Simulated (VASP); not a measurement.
# BN (R3m) in VASP: a series of runs, part 2 of 2

VASP 6.6.1.

### Step 3. Relaxation of shape and atoms at fixed volume, PBE+D3(BJ) (8.42 Å³/atom)

This run uses another cell than the first one, of 8.42 Å³/atom.

Input file INCAR:

```
SYSTEM = BN
  PREC = Accurate
  ENCUT = 600
  EDIFF = 1E-6
  ISMEAR = 0
  SIGMA = 0.02
  LREAL = .False.
  LASPH = .True.
  NELM = 80
  ALGO = Normal
  ISIF = 4
  LWAVE = .False.
  LCHARG = .False.
  GGA = PE
  IVDW = 12
  IBRION = 2
  NSW = 50
  EDIFFG = -0.01
```

Input file KPOINTS:

```
regular mesh
0
Gamma
  12 12 12
  0 0 0
```

Input file POSCAR:

```
BN
1.0
    1.2388294414      0.7152385114      3.1687392567
   -1.2388294414      0.7152385114      3.1687392567
    0.0000000000     -1.4304770229      3.1687392567
B N
1 1
Direct
    0.9997569716      0.9997569716      0.9997569716
    0.3326760284      0.3326760284      0.3326760284
```

Potentials or basis: VASP PAW PBE potentials, release 64 (B, N).

On the command line:

```sh
cat potpaw_PBE.64/B/POTCAR potpaw_PBE.64/N/POTCAR > POTCAR
mpirun -np 1 vasp_std > vasp.out
```

It took 3 min on 1 thread of AMD EPYC 7R13, shared host; peak memory 0.16 GiB.

It converged, with:

```yaml
Free_energy: -17.8553 eV
Energy_gained_by_relaxing: 6.0 meV/atom
Ionic_steps: 4
Pressure_after_relaxing: 2.1 GPa
Band_gap_on_the_k_mesh: 4.06 eV (least direct gap 4.73 eV)
Dispersion_energy_per_atom: -0.153 eV
```

Step by step:
| step | energy change (eV) | largest force (eV/Å) | pressure (GPa) | volume (Å³) |
| --- | --- | --- | --- | --- |
| 1 | 0.0000 | 0.0050 | 9.31 | 16.85 |
| 2 | -0.0119 | 0.0179 | 1.38 | 16.85 |
| 3 | -0.0121 | 0.0165 | 2.10 | 16.85 |
| 4 | -0.0121 | 0.0016 | 2.10 | 16.85 |

Final structure:
```
CELL_PARAMETERS angstrom
1.25058 0.72202 3.10946
-1.25058 0.72202 3.10946
0.00000 -1.44405 3.10946
ATOMIC_POSITIONS crystal
B 0.99986 0.99986 0.99986
N 0.33257 0.33257 0.33257
```

Levels at points of the mesh, in eV from the valence-band top:
```
           k point  band 2  band 3  band 4  band 5  band 6  band 7
(0.00, 0.00, 0.00)   -3.72   -1.31   -1.31    5.68   11.67   11.67
(0.50, 0.00, 0.00)   -9.03   -4.08   -0.49    5.37   10.08   13.47
(0.50, 0.50, 0.00)   -8.81   -4.20   -1.38    4.06    9.81   14.87
(0.50, 0.50, 0.50)   -6.57   -1.35   -1.35   10.95   11.54   11.54
```

A k mesh can miss the band edges.

### Step 4. Relaxation of shape and atoms at fixed volume, PBE+D3(BJ) (8.69 Å³/atom)

This run uses another cell than the first one, of 8.69 Å³/atom.

INCAR is that of step 3.

KPOINTS is that of step 3.

Input file POSCAR:

```
BN
1.0
    1.2403989010      0.7161446394      3.2615998268
   -1.2403989010      0.7161446394      3.2615998268
    0.0000000000     -1.4322892789      3.2615998268
B N
1 1
Direct
    0.9996975442      0.9996975442      0.9996975442
    0.3327354558      0.3327354558      0.3327354558
```

On the command line:

```sh
cat potpaw_PBE.64/B/POTCAR potpaw_PBE.64/N/POTCAR > POTCAR
mpirun -np 1 vasp_std > vasp.out
```

It took 3.1 min on 1 thread of AMD EPYC 7R13, shared host; peak memory 0.16 GiB.

Results (log left out):

| Item | Value |
| --- | --- |
| Free energy | -17.8610 eV |
| Energy gained by relaxing | 5.9 meV/atom |
| Ionic steps | 4 |
| Pressure after relaxing | 0.7 GPa |
| Band gap on the k mesh | 4.15 eV (least direct gap 4.71 eV) |
| Dispersion energy per atom | -0.148 eV |

Step by step:
| step | energy change (eV) | largest force (eV/Å) | pressure (GPa) | volume (Å³) |
| --- | --- | --- | --- | --- |
| 1 | 0.0000 | 0.0030 | 7.73 | 17.38 |
| 2 | -0.0117 | 0.0131 | 0.18 | 17.38 |
| 3 | -0.0117 | 0.0123 | 0.73 | 17.38 |
| 4 | -0.0117 | 0.0015 | 0.73 | 17.38 |

Final structure:
```
CELL_PARAMETERS angstrom
1.25212 0.72291 3.20081
-1.25212 0.72291 3.20081
0.00000 -1.44583 3.20081
ATOMIC_POSITIONS crystal
B 0.99977 0.99977 0.99977
N 0.33266 0.33266 0.33266
```

Levels at points of the mesh, in eV from the valence-band top:
```tsv
k point	band 2	band 3	band 4	band 5	band 6	band 7
(0.00, 0.00, 0.00)	-3.86	-1.29	-1.29	5.49	11.67	11.67
(0.50, 0.00, 0.00)	-8.96	-4.06	-0.51	5.35	10.00	13.32
(0.50, 0.50, 0.00)	-8.78	-4.15	-1.28	4.15	9.84	14.63
(0.50, 0.50, 0.50)	-6.37	-1.32	-1.32	10.67	11.56	11.56
```

### Step 5. Relaxation of the atoms, PBE+D3(BJ) (strain along c alone, the other axes held: -4.0 %)

Input file INCAR:

```
ALGO = Normal
EDIFF = 1E-6
EDIFFG = -0.008
ENCUT = 520
GGA = PE
IBRION = 2
ISIF = 2
ISMEAR = 0
IVDW = 12
LASPH = T
LCHARG = F
LREAL = F
LWAVE = F
NELM = 80
NSW = 60
PREC = Accurate
SIGMA = 0.02
```

Input file KPOINTS:

```
k-points
0
Gamma
  12 12 4
```

Input file POSCAR:

```
BN
1.0
    2.5061138137      0.0000000000      0.0000000000
   -1.2530569069      2.1703582275      0.0000000000
    0.0000000000      0.0000000000      9.4892652298
B N
3 3
Direct
    0.0000000000      0.0000000000      0.0002499190
    0.6666666667      0.3333333333      0.3335832523
    0.3333333333      0.6666666667      0.6669165856
    0.6666666667      0.3333333333      0.0006504144
    0.3333333333      0.6666666667      0.3339837477
    0.0000000000      0.0000000000      0.6673170810
```

On the command line:

```sh
cat potpaw_PBE.64/B/POTCAR potpaw_PBE.64/N/POTCAR > POTCAR
mpirun -np 1 vasp_std > vasp.out
```

It took 62 s on 1 thread of Intel Xeon Platinum 8259CL at 2.50GHz (Skylake/Cascade Lake), shared host; peak memory 0.21 GiB.

Results (log left out):

```
Free energy                : -53.5691 eV
Energy gained by relaxing  : 0.0 meV/atom
Ionic steps                : 2
Pressure after relaxing    : 0.5 GPa
Band gap on the k mesh     : 4.10 eV
Dispersion energy per atom : -0.149 eV
```

Stress tensor (GPa, compression positive):
```
0.06 0.00 0.00
0.00 0.06 0.00
0.00 0.00 1.37
```

Final structure:
```
CELL_PARAMETERS angstrom
2.50611 0.00000 0.00000
-1.25306 2.17036 0.00000
0.00000 0.00000 9.48927
ATOMIC_POSITIONS crystal
B 0.00000 0.00000 0.00019
B 0.66667 0.33333 0.33353
B 0.33333 0.66667 0.66686
N 0.66667 0.33333 0.00071
N 0.33333 0.66667 0.33404
N 0.00000 0.00000 0.66737
```

Levels at points of the mesh, in eV from the valence-band top:
```
           k point  band 9  band 10  band 11  band 12  band 13  band 14  band 15  band 16
(0.00, 0.00, 0.00)   -1.33    -1.33    -1.31    -1.31     5.56     9.42     9.42    11.55
(0.50, 0.00, 0.00)   -4.09    -1.32    -0.79    -0.79     4.10     5.27     5.27     9.78
(0.00, 0.00, 0.50)   -1.32    -1.32    -1.32    -1.32     6.89     6.89    10.76    11.52
(0.50, 0.00, 0.50)   -4.07    -1.20    -1.20    -0.50     4.58     4.58     5.35     9.77
```

Caveat: the cell differs from its parent crystal (strain along c alone, the other axes held: -4.0 %).

### Step 6. Single point, PBE+D3(BJ) (strain along c alone, the other axes held: -6.0 %, then relaxed in part)

Input file INCAR:

```
PREC     = Accurate       # precision mode
ENCUT    = 520            # plane-wave cutoff, eV
EDIFF    = 1E-6           # SCF threshold, eV
ISMEAR   = 0              # smearing method
SIGMA    = 0.02           # smearing width, eV
LREAL    = False          # projectors in reciprocal space
LASPH    = True           # aspherical terms in the spheres
NELM     = 100            # most SCF steps
ALGO     = Normal         # electronic algorithm
ISIF     = 2              # what is computed and relaxed
LWAVE    = False          # write WAVECAR
LCHARG   = False          # write CHGCAR
GGA      = PE             # functional
IVDW     = 12             # dispersion correction
NBANDS   = 21             # bands
```

Input file KPOINTS:

```
Automatic mesh
0
Gamma
  12 12 4
```

Input file POSCAR:

```
BN
1.0
    2.5061138137      0.0000000000      0.0000000000
   -1.2530569069      2.1703582275      0.0000000000
    0.0000000000      0.0000000000      9.2915722041
B N
3 3
Direct
    0.0000000000      0.0000000000      0.0001186306
    0.6666666667      0.3333333333      0.3334519639
    0.3333333333      0.6666666667      0.6667852973
    0.6666666667      0.3333333333      0.0007817027
    0.3333333333      0.6666666667      0.3341150361
    0.0000000000      0.0000000000      0.6674483694
```

Potentials or basis: VASP PAW PBE potentials, release 64 (B, N).

On the command line:

```sh
cat potpaw_PBE.64/B/POTCAR potpaw_PBE.64/N/POTCAR > POTCAR
mpirun -np 1 vasp_std > vasp.out
```

Wall time 80 s (1 thread of Intel Xeon 8259CL, shared host); peak memory 0.22 GiB.

It converged, with:

```
Free energy                : -53.5552 eV
Pressure                   : 0.8 GPa
Band gap on the k mesh     : 4.03 eV
Dispersion energy per atom : -0.153 eV
```

Forces in eV/Å, atoms in the order of the input:
```
B    0.000  0.000  0.003
B    0.000  0.000  0.003
B    0.000  0.000  0.003
N    0.000  0.000 -0.003
N    0.000  0.000 -0.003
N    0.000  0.000 -0.003
```

Stress tensor (GPa, compression positive):
```
0.00 0.00 0.00
0.00 0.00 0.00
0.00 0.00 2.46
```

Levels at points of the mesh, in eV from the valence-band top:
```csv
k point,band 10,band 11,band 12,band 13,band 14,band 15
"(0.00, 0.00, 0.00)",-1.36,-1.33,-1.33,5.69,9.66,9.66
"(0.50, 0.00, 0.00)",-1.39,-0.82,-0.82,4.03,5.30,5.30
"(0.00, 0.00, 0.50)",-1.34,-1.34,-1.34,7.10,7.10,10.94
"(0.50, 0.00, 0.50)",-1.27,-1.27,-0.48,4.56,4.56,5.35
```

Caveat: the cell differs from its parent crystal (strain along c alone, the other axes held: -6.0 %, then relaxed in part). A k mesh can miss the band edges.

### Step 7. Summary

```tsv
task	cell	k mesh	cutoff (eV)	gap on the mesh (eV)	pressure (GPa)
relaxation of shape and atoms at fixed volume	relaxed from a = 3.393 Å, angles 42.8°, 2 atoms, atomic positions A	12 × 12 × 12	600	3.97	3.9
relaxation of shape and atoms at fixed volume	relaxed from a = 3.477 Å, angles 41.7°, 2 atoms, atomic positions A	12 × 12 × 12	600	4.06	2.1
relaxation of shape and atoms at fixed volume	relaxed from a = 3.562 Å, angles 40.8°, 2 atoms, atomic positions A	12 × 12 × 12	600	4.15	0.7
relaxation of the atoms	atoms relaxed from a = 2.506, b = 2.506, c = 9.489 Å, angles 90.0, 90.0, 120.0°, 6 atoms, atomic positions B	12 × 12 × 4	520	4.10	0.5
single point	a = 2.506, b = 2.506, c = 9.292 Å, angles 90.0, 90.0, 120.0°, 6 atoms, atomic positions B	12 × 12 × 4	520	4.03	0.8
```

Alike in all rows: level PBE+D3(BJ); potentials or basis VASP PAW PBE potentials, release 64 (B, N); no spin polarisation; smearing gaussian 0.02 eV.

Total energies depend on the potentials used, so only differences within one code and one set of settings carry meaning.
